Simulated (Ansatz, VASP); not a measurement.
## One calculation of Ti, two programs

```
Ti
1.0
     1.44365    0.83349    6.97446
    -1.44365    0.83349    6.97446
     0.00000   -1.66698    6.97446
Ti
3
Cartesian
  0.0000 0.0000 0.0000
  0.0000 0.0000 4.6633
  0.0000 0.0000 16.2601
```

Alike in both runs: task relaxation of cell and atoms; functional PBEsol; k mesh 9 × 9 × 9; occupations gaussian, width 0.1 eV; no spin polarisation.

|  | VASP | Ansatz |
| --- | --- | --- |
| version | VASP 6.6.1 | Ansatz 0.2.0 |
| potentials or method | VASP PAW PBE potentials, release 64 (Ti_sv), cutoff 600 eV | scalar-relativistic, plane waves, PAW |
| valence electrons in the cell | 36 | 36 |

Ansatz gave:

* gap on the k mesh at the Fermi level, each at its own relaxed structure (eV): none
* relaxed volume (Å³/atom): 16.74
* relaxed cell length with the largest relative difference (Å): 7.122

What did VASP give for the same quantities?

gap on the k mesh at the Fermi level, each at its own relaxed structure (eV): none; relaxed volume (Å³/atom): 16.71; relaxed cell length with the largest relative difference (Å): 7.121.

VASP's potentials were made for PBE, not for PBEsol. A gap of «none» marks a metal or a gap that the smearing closes.
